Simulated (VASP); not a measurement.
Wanted: the native input for a VASP 6.6.1 run.

| Item | Value |
| --- | --- |
| Task | single point |
| Functional | PBE |
| Potentials or basis | VASP PAW PBE potentials, release 64 (C) |
| Cutoff | 600 eV |
| k mesh | 8 × 8 × 6 |
| Occupations | gaussian, width 0.1 eV |
| Spin | no spin polarisation |
| Dipole correction | no |
| Further INCAR settings | ALGO = Normal; EDIFF = 1e-06; NBANDS = 11 |

The structure of C lies in POSCAR:

```
C
1.0
    2.1345895944     -1.2327955467      0.0000000000
    2.1345895944      1.2327955467      0.0000000000
   -0.0815177473      0.0000000000      3.3272567535
C
2
Direct
    0.3329951478      0.3329951478      0.0000050063
    0.6670048522      0.6670048522      0.9999949937
```

One way to write it, as run:

INCAR

```
SYSTEM = C
PREC     = Accurate       ! precision mode
ENCUT    = 600            ! plane-wave cutoff, eV
EDIFF    = 1E-6           ! SCF threshold, eV
ISMEAR   = 0              ! smearing method
SIGMA    = 0.1            ! smearing width, eV
LREAL    = .False.        ! projectors in reciprocal space
LASPH    = .True.         ! aspherical terms in the spheres
NELM     = 120            ! most SCF steps
ALGO     = Normal         ! electronic algorithm
ISIF     = 2              ! what is computed and relaxed
LWAVE    = .False.        ! write WAVECAR
LCHARG   = .False.        ! write CHGCAR
GGA      = PE             ! functional
NBANDS   = 11             ! bands
GGA_COMPAT= .False.
```

KPOINTS

```
regular mesh
0
Gamma
  8 8 6
  0 0 0
```

Potentials or basis: VASP PAW PBE potentials, release 64 (C).

The run is started by

```sh
$ cat potpaw_PBE.64/C/POTCAR > POTCAR
$ mpirun -np 1 vasp_std > vasp.out
```

It gave:

```
Pressure               : 2.2 GPa
Largest force          : 0.156 eV/Å
Band gap on the k mesh : 0.50 eV, indirect (least direct gap 1.90 eV)
```

Caveat: this functional lacks dispersion, which binds the layers, so the pressure and a relaxed spacing across them are unreliable.

Wall time 8.2 s on 1 thread of Intel(R) Xeon(R) 6975P-C (Granite Rapids), on a shared host, peak memory 0.14 GiB.
